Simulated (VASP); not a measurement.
# TiAl3 (Cm) in VASP: single point with PBEsol

Aim: the single point of TiAl3 with PBEsol.

Program: VASP 6.6.1. These are calculated values, not measurements. Logs are shortened: lines on timing, memory, paths and dates and some standing lists are left out, and cuts for length are marked.

## 1. The cell of the first run

The structure is monoclinic, space group Cm (No. 8). The conventional cell has a = 5.584 Å, b = 5.584 Å, c = 11.990 Å, α = 90.00°, β = 98.93°, γ = 90.00°. Ti (site symmetry m) has 12 Al at 2.79 Å within 3.7 Å. Within 3.7 Å of Ti (site symmetry m) lie 12 Al at 2.79 Å. Ti (site symmetry m) has 12 Al at 2.46 to 3.36 Å within 3.4 Å. Al (site symmetry 1) has 4 Ti at 2.46 to 3.36 Å and 8 Al at 2.46 to 3.36 Å within 3.4 Å. Al (site symmetry 1) has 8 Al at 2.79 Å and 4 Ti at 2.79 Å within 3.7 Å. Al (site symmetry 1) has 4 Ti at 2.79 Å and 8 Al at 2.79 Å within 3.7 Å. Within 3.4 Å of Al (site symmetry m) lie 8 Al at 2.46 to 3.36 Å and 4 Ti at 2.79 Å. Within 3.7 Å of Al (site symmetry m) lie 8 Al at 2.79 Å and 4 Ti at 2.79 Å.

## 2. Single point, PBEsol (the part above a cut slid along it)

Contents of INCAR:

```
SYSTEM = TiAl3
  PREC = Accurate
  ENCUT = 500
  EDIFF = 1E-6
  ISMEAR = 0
  SIGMA = 0.15
  LREAL = .FALSE.
  LASPH = .TRUE.
  NELM = 120
  ALGO = Normal
  ISIF = 2
  LWAVE = .FALSE.
  LCHARG = .FALSE.
  GGA = PS
  NBANDS = 44
  GGA_COMPAT = .FALSE.
```

Contents of KPOINTS:

```
regular mesh
0
G
  12 12 4
  0 0 0
```

Contents of POSCAR:

```
TiAl3
1.0
    0.0000000000     -3.9483448101      0.0000000000
    0.0000000000      0.0000000000     -3.9483448101
   11.8450344303     -1.3159833252      1.3159833252
Ti Al
3 9
Direct
   -0.0833194450      1.0833194450      0.2499833333
   -0.1944194450      1.1944194450      0.5833166667
   -0.3055194450      1.3055194450      0.9166500000
    0.4722305550      0.0277694450      0.0833166667
    0.3611305550      0.1388694450      0.4166500000
    0.2500305550      0.2499694450      0.7499833333
   -0.0277694450      0.5277694450      0.0833166667
   -0.1388694450      0.6388694450      0.4166500000
   -0.2499694450      0.7499694450      0.7499833333
    0.1944805550      0.8055194450      0.9166500000
    0.4166805550      0.5833194450      0.2499833333
    0.3055805550      0.6944194450      0.5833166667
```

Potentials or basis: VASP PAW PBE potentials, release 64 (Ti_sv, Al).

On the command line:

```console
> cat potpaw_PBE.64/Ti_sv/POTCAR potpaw_PBE.64/Al/POTCAR > POTCAR
> mpirun -np 1 vasp_std > vasp.out
```

OUTCAR:

```text
SYSTEM = TiAl3
   PREC = Accurate
   ENCUT = 500
   EDIFF = 1E-6
   ISMEAR = 0
   LREAL = .FALSE.
   LASPH = .TRUE.
   NELM = 120
   ISIF = 2
   GGA = PS

 ion  position               nearest neighbor table
   1  0.917  0.083  0.250-   4 2.79   7 2.79   4 2.79   7 2.79  11 2.79  11 2.79  11 2.79  11 2.79
                             8 2.79   5 2.79   5 2.79   8 2.79
   2  0.806  0.194  0.583-   6 2.79   9 2.79   9 2.79   6 2.79  12 2.79  12 2.79  12 2.79  12 2.79
                             5 2.79   8 2.79   8 2.79   5 2.79
   3  0.694  0.306  0.917-   4 2.46   7 2.46  10 2.79  10 2.79  10 2.79  10 2.79   9 2.79   6 2.79
                             9 2.79   6 2.79
   4  0.472  0.028  0.083-   3 2.46  10 2.46   1 2.79  11 2.79  11 2.79   1 2.79   7 2.79   7 2.79
                             7 2.79   7 2.79  10 3.36
   5  0.361  0.139  0.417-   8 2.79   8 2.79   8 2.79   8 2.79   1 2.79  11 2.79  12 2.79   2 2.79
                            11 2.79   1 2.79  12 2.79   2 2.79
   6  0.250  0.250  0.750-   2 2.79  12 2.79   2 2.79  12 2.79   9 2.79   9 2.79   9 2.79   9 2.79
                            10 2.79   3 2.79   3 2.79  10 2.79
   7  0.972  0.528  0.083-  10 2.46   3 2.46   1 2.79  11 2.79   1 2.79  11 2.79   4 2.79   4 2.79
                             4 2.79   4 2.79  10 3.36
   8  0.861  0.639  0.417-   5 2.79   5 2.79   5 2.79   5 2.79   1 2.79  11 2.79  12 2.79   2 2.79
                            11 2.79   1 2.79  12 2.79   2 2.79
   9  0.750  0.750  0.750-   2 2.79  12 2.79  12 2.79   2 2.79   6 2.79   6 2.79   6 2.79   6 2.79
                            10 2.79   3 2.79   3 2.79  10 2.79
  10  0.194  0.806  0.917-   7 2.46   4 2.46   3 2.79   3 2.79   3 2.79   3 2.79   9 2.79   6 2.79
                             6 2.79   9 2.79   4 3.36   7 3.36
  11  0.417  0.583  0.250-   4 2.79   7 2.79   7 2.79   4 2.79   1 2.79   1 2.79   1 2.79   1 2.79
                             8 2.79   5 2.79   8 2.79   5 2.79
  12  0.306  0.694  0.583-   6 2.79   9 2.79   6 2.79   9 2.79   2 2.79   2 2.79   2 2.79   2 2.79
                             5 2.79   8 2.79   5 2.79   8 2.79

  LATTYP: Found a base centered monoclinic cell.
 ALAT       =     5.5838027794
 B/A-ratio  =     1.0000000000
 C/A-ratio  =     2.1473446137
 COS(beta)  =    -0.1552149561

  Lattice vectors:

 A1 = (   0.0000000000,   0.0000000000,  -3.9483448101)
 A2 = (   0.0000000000,   3.9483448101,   0.0000000000)
 A3 = (  11.8450344303,  -1.3159833252,   1.3159833252)

Analysis of symmetry for initial positions (statically):
=====================================================================
 Subroutine PRICEL returns:
 Original cell was already a primitive cell.

 Routine SETGRP: Setting up the symmetry group for a
 base centered monoclinic supercell.

 Subroutine GETGRP returns: Found  2 space group operations
 (whereof  2 operations were pure point group operations)
 out of a pool of  4 trial point group operations.

The static configuration has the point symmetry C_1h.

Analysis of symmetry for dynamics (positions and initial velocities):
=====================================================================
 Subroutine PRICEL returns:
 Original cell was already a primitive cell.

 Routine SETGRP: Setting up the symmetry group for a
 base centered monoclinic supercell.

 Subroutine GETGRP returns: Found  2 space group operations
 (whereof  2 operations were pure point group operations)
 out of a pool of  4 trial point group operations.

The dynamic configuration has the point symmetry C_1h.

 Subroutine INISYM returns: Found  2 space group operations
 (whereof  2 operations are pure point group operations),
 and found     1 'primitive' translations

----------------------------------------------------------------------------------------

                                     Primitive cell

  volume of cell :     184.6573

  direct lattice vectors                    reciprocal lattice vectors
     0.000000000 -3.948344810  0.000000000    -0.028138373 -0.253270686  0.000000000
     0.000000000  0.000000000 -3.948344810     0.028138373  0.000000000 -0.253270686
    11.845034430 -1.315983325  1.315983325     0.084423562  0.000000000  0.000000000

  length of vectors
     3.948344810  3.948344810 11.990348822     0.254828979  0.254828979  0.084423562

[... 40 lines left out ...]
    -0.002344864 -0.021105891  0.000000000     0.083333333  0.000000000  0.000000000
     0.002344864  0.000000000 -0.021105891     0.000000000  0.083333333  0.000000000
     0.021105891  0.000000000  0.000000000     0.000000000  0.000000000  0.250000000

  Length of vectors
     0.021235748  0.021235748  0.021105891

  Shift w.r.t. Gamma in fractional coordinates (k-lattice)
     0.000000000  0.000000000  0.000000000

 Subroutine IBZKPT returns following result:
 ===========================================

 Found    164 irreducible k-points:

 Following reciprocal coordinates:
            Coordinates               Weight
  0.000000  0.000000  0.000000      1.000000
  0.083333  0.000000 -0.000000      4.000000
  0.166667  0.000000 -0.000000      4.000000
  0.250000  0.000000 -0.000000      4.000000
  0.333333  0.000000  0.000000      4.000000
  0.416667  0.000000  0.000000      4.000000
[... 16 lines left out ...]
  0.500000  0.166667 -0.000000      4.000000
 -0.416667  0.166667  0.000000      4.000000
 [... further k-points ...]
   k-points           NKPTS =    164   k-points in BZ     NKDIM =    164   number of bands    NBANDS=     44
   number of dos      NEDOS =    301   number of ions     NIONS =     12
   total plane-waves  NPLWV =  81000
   dimension x,y,z NGX =    30 NGY =   30 NGZ =   90
   dimension x,y,z NGXF=    60 NGYF=   60 NGZF=  180
   ions per type =               3   9
   NGX,Y,Z   is equivalent  to a cutoff of  12.63, 12.63, 12.48 a.u.
   NGXF,Y,Z  is equivalent  to a cutoff of  25.26, 25.26, 24.96 a.u.
 SYSTEM =  TiAl3
   PREC   = accura    normal or accurate (medium, high low for compatibility)
   ISTART =      0    job   : 0-new  1-cont  2-samecut
   ICHARG =      2    charge: 1-file 2-atom 10-const
   ISPIN  =      1    spin polarized calculation?
   LNONCOLLINEAR =      F non collinear calculations
   LSORBIT =      F    spin-orbit coupling
   LASPH  =      T    aspherical Exc in radial PAW
   ENCUT  =  500.0 eV  36.75 Ry    6.06 a.u.   7.20  7.20 21.86*2*pi/ulx,y,z
   NELM   =    120;   NELMIN=  2; NELMDL= -5     # of ELM steps
   EDIFF  = 0.1E-05   stopping-criterion for ELM
   LREAL  =      F    real-space projection
   EDIFFG = 0.1E-04   stopping-criterion for IOM
   NSW    =      0    number of steps for IOM
   IBRION =     -1    ionic relax: 0-MD 1-quasi-New 2-CG
   NFREE  =      0    steps in history (QN), initial steepest desc. (CG)
   ISIF   =      2    stress and relaxation
   ISYM   =      2    0-nonsym 1-usesym 2-fastsym
   POTIM  = 0.5000    time-step for ionic-motion
   TEBEG  =    0.0;   TEEND  =   0.0 temperature during run
   PSTRESS=    0.0 pullay stress
   NELECT =      63.0000    total number of electrons
   NUPDOWN=      -1.0000    fix difference up-down
   EMIN   =  10.00;   EMAX   =-10.00  energy-range for DOS
   EFERMI =   0.00;   METHOD = LEGACY
   ISMEAR =     0;   SIGMA  =   0.15  broadening in eV -4-tet -1-fermi 0-gaus
   EFERMI_NEDOS =   21; number of points for ismear=-14 and -15
   IALGO  =     38    algorithm
   IMIX   =      4    mixing-type and parameters
     AMIX     =   0.40;   BMIX     =  1.00
     AMIX_MAG =   1.60;   BMIX_MAG =  1.00
  volume/ion in A,a.u.               =      15.39       103.84
  Fermi-wavevector in a.u.,A,eV,Ry     =   1.143930  2.161715 17.804261  1.308576
  Thomas-Fermi vector in A             =   2.280624
   LORBIT       =      0    0 simple, 1 ext, 2 COOP (PROOUT), +10 PAW based schemes
   GGA     = PS    functional components
   LHFCALC =     F    Hartree Fock is set to
   AEXX    =    0.0000 exact exchange contribution
   IVDW    =     0    specifies the selected vdW correction
   LEPSILON=     F    determine dielectric tensor
   LRPA    =     F    only Hartree local field effects (RPA)
 non-spin polarized calculation
 Gauss-broadening in eV      SIGMA  =   0.15
  energy-cutoff  :      500.00
  volume of cell :      184.66
 maximum number of plane-waves:      4712
 NGX is ok and might be reduce to    30
   NGX = 15   NGY = 15   NGZ = 43

 number of electron      62.9999995 magnetization

 Free energy of the ion-electron system (eV)
  ---------------------------------------------------
  ext. energy  EPLUGINS =         0.00000000
  ---------------------------------------------------
  free energy    TOTEN  =       -65.02637530 eV

  energy without entropy =      -64.96008750  energy(sigma->0) =      -64.99323140

 E-fermi :   8.8959     XC(G=0): -10.9281

 val. band max:        8.8932978483   @ k =   0.3333   0.0000   0.0000
 cond. band min:       8.8986377152   @ k =   0.3333   0.0833   0.2500
 fundamental gap:      0.0053398669
 Fermi energy:         8.8959250921

 k-point     1 :       0.0000    0.0000    0.0000
  band No.  band energies     occupation
      1     -47.8059      2.00000
      2     -47.6185      2.00000
      3     -47.4829      2.00000
      4     -24.2298      2.00000
      5     -24.2087      2.00000
      6     -24.2060      2.00000
[... 1093 lines left out ...]
     42      11.3537      0.00000
     43      11.4623      0.00000

 [... further k-points ...]

 [bands above 43 left out]

------------------------ aborting loop because EDIFF is reached ----------------------------------------

  FORCE on cell =-STRESS in cart. coord.  units (eV):
  Direction    XX          YY          ZZ          XY          YZ          ZX
  --------------------------------------------------------------------------------------
  -------------------------------------------------------------------------------------
  Total       11.8276925      0.3066134      0.3066134     -2.4295241      0.5787627      2.4295243
  in kB      102.6228648      2.6603284      2.6603284    -21.0797439      5.0216292     21.0797451
  external PRESSURE =      35.9811738 kB  Pullay stress =       0.0000000 kB

 VOLUME and BASIS-vectors are now :
 -----------------------------------------------------------------------------
  energy-cutoff  :      500.00
  volume of cell :      184.66
      direct lattice vectors                 reciprocal lattice vectors
     0.000000000 -3.948344810  0.000000000    -0.028138373 -0.253270686  0.000000000
     0.000000000  0.000000000 -3.948344810     0.028138373  0.000000000 -0.253270686
    11.845034430 -1.315983325  1.315983325     0.084423562  0.000000000  0.000000000

 POSITION                                       TOTAL-FORCE (eV/Angst)
 -----------------------------------------------------------------------------------
      2.96106     -3.94834     -0.00000         1.179647     -0.211092      0.211092
      6.90941     -3.94834      0.00000         0.001478     -0.006718      0.006718
     10.85775     -3.94834     -0.00000        -3.320415      0.928474     -0.928474
      0.98689     -1.97417      0.00000         1.820455     -0.538426      0.593441
      4.93523     -1.97417     -0.00000        -0.023784      0.026263      0.016009
      8.88358     -1.97417     -0.00000         0.095970     -0.075428     -0.039132
      0.98689     -3.94834     -1.97417         1.820455     -0.593441      0.538426
      4.93523     -3.94834     -1.97417        -0.023784     -0.016009     -0.026263
      8.88358     -3.94834     -1.97417         0.095970      0.039132      0.075428
     10.85775     -1.97417     -1.97417        -1.391993      0.404094     -0.404094
      2.96106     -1.97417     -1.97417        -0.231220      0.059043     -0.059043
      6.90941     -1.97417     -1.97417        -0.022778     -0.015892      0.015892
 -----------------------------------------------------------------------------------
    total drift:                                0.000068      0.000053     -0.000053

  FREE ENERGIE OF THE ION-ELECTRON SYSTEM (eV)
  ---------------------------------------------------
  free  energy   TOTEN  =       -65.0263752952 eV

  energy  without entropy=      -64.9600874990  energy(sigma->0) =      -64.99323140
```

Run time: 17 min. Hardware: 1 thread of AMD EPYC 9R45 (Zen 5), shared host; peak memory 0.89 GiB.

Results:

```yaml
Free_energy: -65.0264 eV
Pressure: 3.6 GPa
Largest_force: 3.571 eV/Å
Band_gap_on_the_k_mesh: zero (an odd number of electrons rules out a gap without spin polarisation)
```

Forces on the atoms (eV/Å):
```
Ti   1.180 -0.211  0.211
Ti   0.001 -0.007  0.007
Ti  -3.320  0.928 -0.928
Al   1.820 -0.538  0.593
Al  -0.024  0.026  0.016
Al   0.096 -0.075 -0.039
Al   1.820 -0.593  0.538
Al  -0.024 -0.016 -0.026
Al   0.096  0.039  0.075
Al  -1.392  0.404 -0.404
Al  -0.231  0.059 -0.059
Al  -0.023 -0.016  0.016
```

Levels at points of the mesh, in eV from the Fermi level:
| k point | band 30 | band 31 | band 32 | band 33 | band 34 | band 35 |
| --- | --- | --- | --- | --- | --- | --- |
| (0.00, 0.00, 0.00) | -0.30 | 0.18 | 0.26 | 0.30 | 0.36 | 0.39 |
| (0.50, 0.00, 0.00) | -0.37 | 0.04 | 0.60 | 0.71 | 0.79 | 0.93 |
| (0.50, 0.50, 0.00) | -1.80 | -1.16 | -0.90 | -0.41 | 0.83 | 1.01 |
| (0.00, 0.00, 0.50) | -0.26 | -0.01 | 0.26 | 0.33 | 0.35 | 0.45 |
| (0.50, 0.00, 0.50) | -0.42 | 0.21 | 0.59 | 0.72 | 0.80 | 0.93 |
| (0.50, 0.50, 0.50) | -1.70 | -1.66 | -1.10 | -0.22 | 0.68 | 0.88 |

Caveat: the cell differs from its parent crystal (the part above a cut slid along it); the stress differs along the axes, from 0 to 10 GPa; the PAW data sets were made with another functional, which shifts forces and pressure a little.
